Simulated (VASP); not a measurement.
# SrO (P6_3mc) in VASP: further runs

Runs on SrO. Level: PBE. Tasks: single point.

Program: VASP 6.6.1. These are calculated values, not measurements. Logs are shortened: lines on timing, memory, paths and dates and some standing lists are left out, and cuts for length are marked.

## Step 1: The cell of the first run

Symmetry: P6_3mc, No. 186, hexagonal system. The conventional cell has a = 3.607 Å, b = 3.607 Å, c = 6.294 Å, α = 90.00°, β = 90.00°, γ = 120.00°. Sr (site symmetry 3m) has 6 O at 2.53 to 2.70 Å within 3.3 Å. Within 3.3 Å of O (site symmetry 3m) lie 6 Sr at 2.53 to 2.70 Å and 2 O at 3.15 Å.

## Step 2: Single point, PBE (atoms displaced along a vibrational mode, the cell strained)

The input, INCAR:

```
  PREC = Accurate
  ENCUT = 520
  EDIFF = 1E-7
  ISMEAR = 0
  SIGMA = 0.05
  LREAL = False
  LASPH = True
  NELM = 60
  ALGO = Normal
  ISIF = 2
  LWAVE = False
  LCHARG = False
  GGA = PE
  NBANDS = 24
```

The input, KPOINTS:

```
regular mesh
0
Gamma
  9 9 4
```

The input, POSCAR:

```
SrO
1.0
    3.6066365453      0.0000000000      0.0000000000
   -1.8033182727      3.1234388704      0.0000000000
    0.0000000000      0.0000000000      6.2944353951
Sr O
2 2
Direct
    0.3333333333      0.6666666667      0.2534631737
    0.6666666667      0.3333333333      0.7534631737
    0.0000000000      0.0000000000     -0.0189663906
    0.0000000000      0.0000000000      0.4810336094
```

Potentials or basis: VASP PAW PBE potentials, release 64 (Sr_sv, O).

On the command line:

```sh
$ cat potpaw_PBE.64/Sr_sv/POTCAR potpaw_PBE.64/O/POTCAR > POTCAR
$ mpirun -np 1 vasp_std > vasp.out
```

OUTCAR:

```text
PREC = Accurate
   ENCUT = 520
   EDIFF = 1E-7
   ISMEAR = 0
   LREAL = False
   LASPH = True
   NELM = 60
   ISIF = 2
   GGA = PE

 ion  position               nearest neighbor table
   1  0.333  0.667  0.253-   4 2.53   4 2.53   4 2.53   3 2.70   3 2.70   3 2.70   2 3.77   2 3.77
                             2 3.77   2 3.77   2 3.77   2 3.77
   2  0.667  0.333  0.753-   3 2.53   3 2.53   3 2.53   4 2.70   4 2.70   4 2.70   1 3.77   1 3.77
                             1 3.77   1 3.77   1 3.77   1 3.77
   3  0.000  0.000  0.981-   2 2.53   2 2.53   2 2.53   1 2.70   1 2.70   1 2.70
   4  0.000  0.000  0.481-   1 2.53   1 2.53   1 2.53   2 2.70   2 2.70   2 2.70

  LATTYP: Found a hexagonal cell.
 ALAT       =     3.6066365453
 C/A-ratio  =     1.7452369586

  Lattice vectors:

 A1 = (   3.6066365453,   0.0000000000,   0.0000000000)
 A2 = (  -1.8033182727,   3.1234388704,   0.0000000000)
 A3 = (   0.0000000000,   0.0000000000,   6.2944353951)

Analysis of symmetry for initial positions (statically):
=====================================================================
 Subroutine PRICEL returns:
 Original cell was already a primitive cell.

 Routine SETGRP: Setting up the symmetry group for a
 hexagonal supercell.

 Subroutine GETGRP returns: Found 12 space group operations
 (whereof  6 operations were pure point group operations)
 out of a pool of 24 trial point group operations.

The static configuration has the point symmetry C_3v.
 The point group associated with its full space group is C_6v.

Analysis of symmetry for dynamics (positions and initial velocities):
=====================================================================
 Subroutine PRICEL returns:
 Original cell was already a primitive cell.

 Routine SETGRP: Setting up the symmetry group for a
 hexagonal supercell.

 Subroutine GETGRP returns: Found 12 space group operations
 (whereof  6 operations were pure point group operations)
 out of a pool of 24 trial point group operations.

The dynamic configuration has the point symmetry C_3v.
 The point group associated with its full space group is C_6v.

 Subroutine INISYM returns: Found 12 space group operations
 (whereof  6 operations are pure point group operations),
 and found     1 'primitive' translations

----------------------------------------------------------------------------------------

                                     Primitive cell

  volume of cell :      70.9075

  direct lattice vectors                    reciprocal lattice vectors
     3.606636545  0.000000000  0.000000000     0.277266641  0.160079970  0.000000000
    -1.803318273  3.123438870  0.000000000     0.000000000  0.320159940  0.000000000
     0.000000000  0.000000000  6.294435395     0.000000000  0.000000000  0.158870484

  length of vectors
     3.606636545  3.606636545  6.294435395     0.320159940  0.320159940  0.158870484

  position of ions in fractional coordinates (direct lattice)
     0.333333333  0.666666667  0.253463174
     0.666666667  0.333333333  0.753463174
     0.000000000  0.000000000  0.981033609
     0.000000000  0.000000000  0.481033609

  ion indices of the primitive-cell ions
   primitive index   ion index
                 1           1
                 2           2
                 3           3
                 4           4

----------------------------------------------------------------------------------------

 KPOINTS: regular mesh

Automatic generation of k-mesh.
 Grid dimensions read from file:
 generate k-points for:    9    9    4

 Generating k-lattice:

  Cartesian coordinates                     Fractional coordinates (reciprocal lattice)
     0.030807405  0.017786663  0.000000000     0.111111111 -0.000000000  0.000000000
     0.000000000  0.035573327  0.000000000     0.000000000  0.111111111  0.000000000
     0.000000000  0.000000000  0.039717621     0.000000000  0.000000000  0.250000000

  Length of vectors
     0.035573327  0.035573327  0.039717621

  Shift w.r.t. Gamma in fractional coordinates (k-lattice)
     0.000000000  0.000000000  0.000000000

 Subroutine IBZKPT returns following result:
 ===========================================

 Found     36 irreducible k-points:

 Following reciprocal coordinates:
            Coordinates               Weight
  0.000000  0.000000  0.000000      1.000000
  0.111111 -0.000000  0.000000      6.000000
  0.222222 -0.000000  0.000000      6.000000
  0.333333 -0.000000  0.000000      6.000000
  0.444444 -0.000000  0.000000      6.000000
  0.111111  0.111111  0.000000      6.000000
[... 16 lines left out ...]
  0.333333  0.222222  0.250000     24.000000
  0.333333  0.333333  0.250000      4.000000
 [... further k-points ...]
   k-points           NKPTS =     36   k-points in BZ     NKDIM =     36   number of bands    NBANDS=     24
   number of dos      NEDOS =    301   number of ions     NIONS =      4
   total plane-waves  NPLWV =  37632
   dimension x,y,z NGX =    28 NGY =   28 NGZ =   48
   dimension x,y,z NGXF=    56 NGYF=   56 NGZF=   96
   ions per type =               2   2
   NGX,Y,Z   is equivalent  to a cutoff of  12.91, 12.91, 12.68 a.u.
   NGXF,Y,Z  is equivalent  to a cutoff of  25.81, 25.81, 25.36 a.u.
 SYSTEM =  unknown system
   PREC   = accura    normal or accurate (medium, high low for compatibility)
   ISTART =      0    job   : 0-new  1-cont  2-samecut
   ICHARG =      2    charge: 1-file 2-atom 10-const
   ISPIN  =      1    spin polarized calculation?
   LNONCOLLINEAR =      F non collinear calculations
   LSORBIT =      F    spin-orbit coupling
   LASPH  =      T    aspherical Exc in radial PAW
   ENCUT  =  520.0 eV  38.22 Ry    6.18 a.u.   6.71  6.71 11.70*2*pi/ulx,y,z
   NELM   =     60;   NELMIN=  2; NELMDL= -5     # of ELM steps
   EDIFF  = 0.1E-06   stopping-criterion for ELM
   LREAL  =      F    real-space projection
   EDIFFG = 0.1E-05   stopping-criterion for IOM
   NSW    =      0    number of steps for IOM
   IBRION =     -1    ionic relax: 0-MD 1-quasi-New 2-CG
   NFREE  =      0    steps in history (QN), initial steepest desc. (CG)
   ISIF   =      2    stress and relaxation
   ISYM   =      2    0-nonsym 1-usesym 2-fastsym
   POTIM  = 0.5000    time-step for ionic-motion
   TEBEG  =    0.0;   TEEND  =   0.0 temperature during run
   PSTRESS=    0.0 pullay stress
   NELECT =      32.0000    total number of electrons
   NUPDOWN=      -1.0000    fix difference up-down
   EMIN   =  10.00;   EMAX   =-10.00  energy-range for DOS
   EFERMI =   0.00;   METHOD = LEGACY
   ISMEAR =     0;   SIGMA  =   0.05  broadening in eV -4-tet -1-fermi 0-gaus
   EFERMI_NEDOS =   21; number of points for ismear=-14 and -15
   IALGO  =     38    algorithm
   IMIX   =      4    mixing-type and parameters
     AMIX     =   0.40;   BMIX     =  1.00
     AMIX_MAG =   1.60;   BMIX_MAG =  1.00
  volume/ion in A,a.u.               =      17.73       119.63
  Fermi-wavevector in a.u.,A,eV,Ry     =   1.255724  2.372974 21.454239  1.576842
  Thomas-Fermi vector in A             =   2.389466
   LORBIT       =      0    0 simple, 1 ext, 2 COOP (PROOUT), +10 PAW based schemes
   GGA     = PE    functional components
   LHFCALC =     F    Hartree Fock is set to
   AEXX    =    0.0000 exact exchange contribution
   IVDW    =     0    specifies the selected vdW correction
   LEPSILON=     F    determine dielectric tensor
   LRPA    =     F    only Hartree local field effects (RPA)
 non-spin polarized calculation
 Gauss-broadening in eV      SIGMA  =   0.05
  energy-cutoff  :      520.00
  volume of cell :       70.91
 maximum number of plane-waves:      1931
 NGX is ok and might be reduce to    28
   NGX = 13   NGY = 13   NGZ = 23

 number of electron      31.9999997 magnetization

 Free energy of the ion-electron system (eV)
  ---------------------------------------------------
  ext. energy  EPLUGINS =         0.00000000
  ---------------------------------------------------
  free energy    TOTEN  =       -23.70833371 eV

  energy without entropy =      -23.70833371  energy(sigma->0) =      -23.70833371

 E-fermi :   2.2512     XC(G=0):  -9.8171

 val. band max:        1.9111507343   @ k =   0.0000   0.0000   0.0000
 cond. band min:       4.8230251188   @ k =   0.0000   0.0000   0.0000
 fundamental gap:      2.9118743845
 Fermi energy:         2.2511649832

 k-point     1 :       0.0000    0.0000    0.0000
  band No.  band energies     occupation
      1     -31.0997      2.00000
      2     -31.0104      2.00000
      3     -14.9744      2.00000
      4     -13.5731      2.00000
      5     -12.8172      2.00000
      6     -12.8172      2.00000
[... 16 lines left out ...]
     23       9.1753      0.00000
     24      10.0745      0.00000

 k-point     2 :       0.1111   -0.0000    0.0000
  band No.  band energies     occupation
      1     -31.0863      2.00000
      2     -31.0021      2.00000
      3     -14.8885      2.00000
      4     -13.8417      2.00000
      5     -12.9185      2.00000
      6     -12.8546      2.00000
[... 16 lines left out ...]
     23       9.3834      0.00000
     24       9.7426      0.00000

 k-point     3 :       0.2222   -0.0000    0.0000
  band No.  band energies     occupation
      1     -31.0515      2.00000
      2     -30.9816      2.00000
      3     -14.6430      2.00000
      4     -14.2988      2.00000
      5     -13.1515      2.00000
      6     -12.9343      2.00000
[... 16 lines left out ...]
     23       9.8433      0.00000
     24       9.9294      0.00000
[... 514 lines left out ...]
 k-point    23 :       0.3333    0.2222    0.2500
  band No.  band energies     occupation
      1     -30.9612      2.00000
      2     -30.9482      2.00000
      3     -14.8024      2.00000
      4     -14.1101      2.00000
      5     -13.3273      2.00000
      6     -13.2676      2.00000
[... 16 lines left out ...]
     23      11.0173      0.00000
     24      11.4021      0.00000

 k-point    24 :       0.3333    0.3333    0.2500
  band No.  band energies     occupation
      1     -30.9491      2.00000
      2     -30.9491      2.00000
      3     -14.8081      2.00000
      4     -14.0137      2.00000
      5     -13.4134      2.00000
      6     -13.4134      2.00000
[... 16 lines left out ...]
     23      11.4319      0.00000
     24      11.4335      0.00000

 [... further k-points ...]

------------------------ aborting loop because EDIFF is reached ----------------------------------------

  FORCE on cell =-STRESS in cart. coord.  units (eV):
  Direction    XX          YY          ZZ          XY          YZ          ZX
  --------------------------------------------------------------------------------------
  -------------------------------------------------------------------------------------
  Total       -0.3581380     -0.3581380     -0.4606658      0.0000000      0.0000000      0.0000000
  in kB       -8.0922413     -8.0922413    -10.4088890      0.0000000      0.0000000      0.0000000
  external PRESSURE =      -8.8644572 kB  Pullay stress =       0.0000000 kB

 VOLUME and BASIS-vectors are now :
 -----------------------------------------------------------------------------
  energy-cutoff  :      520.00
  volume of cell :       70.91
      direct lattice vectors                 reciprocal lattice vectors
     3.606636545  0.000000000  0.000000000     0.277266641  0.160079970  0.000000000
    -1.803318273  3.123438870  0.000000000     0.000000000  0.320159940  0.000000000
     0.000000000  0.000000000  6.294435395     0.000000000  0.000000000  0.158870484

 POSITION                                       TOTAL-FORCE (eV/Angst)
 -----------------------------------------------------------------------------------
     -0.00000      2.08229      1.59541        -0.000000      0.000000     -0.257542
      1.80332      1.04115      4.74263         0.000000     -0.000000     -0.257542
      0.00000      0.00000      6.17505         0.000000      0.000000      0.257542
      0.00000      0.00000      3.02783        -0.000000     -0.000000      0.257542
 -----------------------------------------------------------------------------------
    total drift:                                0.000000     -0.000000      0.000150

  FREE ENERGIE OF THE ION-ELECTRON SYSTEM (eV)
  ---------------------------------------------------
  free  energy   TOTEN  =       -23.7083337068 eV

  energy  without entropy=      -23.7083337068  energy(sigma->0) =      -23.70833371
```

Wall time 26 s (1 thread of Intel Xeon 6975P-C (Granite Rapids), shared host); peak memory 0.21 GiB.

What came out:

```
Free energy            : -23.7083 eV
Pressure               : -0.9 GPa
Largest force          : 0.258 eV/Å
Band gap on the k mesh : 2.91 eV
```

Forces in eV/Å, atoms in the order of the input:
```
Sr   0.000  0.000 -0.258
Sr   0.000  0.000 -0.258
O    0.000  0.000  0.258
O    0.000  0.000  0.258
```

Caveat: the cell differs from its parent crystal (atoms displaced along a vibrational mode, the cell strained); an odd mesh through Γ misses points on the zone boundary, where band edges can lie.

## Step 3: Single point, PBE (atoms displaced along a vibrational mode, the cell strained)

The input, INCAR:

```
  ALGO = Normal
  EDIFF = 1E-7
  ENCUT = 520
  GGA = PE
  ISIF = 2
  ISMEAR = 0
  LASPH = T
  LCHARG = F
  LREAL = F
  LWAVE = F
  NBANDS = 24
  NELM = 100
  PREC = Accurate
  SIGMA = 0.05
```

The input, KPOINTS:

```
k-points
0
Gamma
  9 9 4
```

The input, POSCAR:

```
SrO
1.0
    3.6366829075      0.0000000000      0.0000000000
   -1.8183414538      3.1494597834      0.0000000000
    0.0000000000      0.0000000000      6.3468734168
Sr O
2 2
Direct
    0.3333333333      0.6666666667      0.2543289672
    0.6666666667      0.3333333333      0.7543289672
    0.0000000000      0.0000000000     -0.0237079882
    0.0000000000      0.0000000000      0.4762920118
```

Potentials or basis: VASP PAW PBE potentials, release 64 (Sr_sv, O).

On the command line:

```sh
$ cat potpaw_PBE.64/Sr_sv/POTCAR potpaw_PBE.64/O/POTCAR > POTCAR
$ mpirun -np 1 vasp_std > vasp.out
```

Run time: 26 s. Hardware: 1 thread of Intel Xeon 6975P-C (Granite Rapids), shared host; peak memory 0.21 GiB.

Results (log left out):

```yaml
Free_energy: -23.6720 eV
Pressure: -2.4 GPa
Largest_force: 0.273 eV/Å
Band_gap_on_the_k_mesh: 2.81 eV
```

Forces in eV/Å, atoms in the order of the input:
```
Sr   0.000  0.000 -0.273
Sr   0.000  0.000 -0.273
O    0.000  0.000  0.273
O    0.000  0.000  0.273
```

Stress tensor (GPa, compression positive):
```
-2.27  0.00  0.00
 0.00 -2.27  0.00
 0.00  0.00 -2.65
```

Levels at points of the mesh, in eV from the valence-band top:
```tsv
k point	band 13	band 14	band 15	band 16	band 17	band 18	band 19	band 20
(0.00, 0.00, 0.00)	-0.88	-0.64	-0.64	0.00	2.81	5.00	5.40	6.22
(0.00, 0.00, 0.50)	-0.78	-0.78	-0.78	-0.78	4.44	4.44	5.93	5.93
```

Caveat: the cell differs from its parent crystal (atoms displaced along a vibrational mode, the cell strained); an odd mesh through Γ misses points on the zone boundary, where band edges can lie.

[end of part 1 of 2]
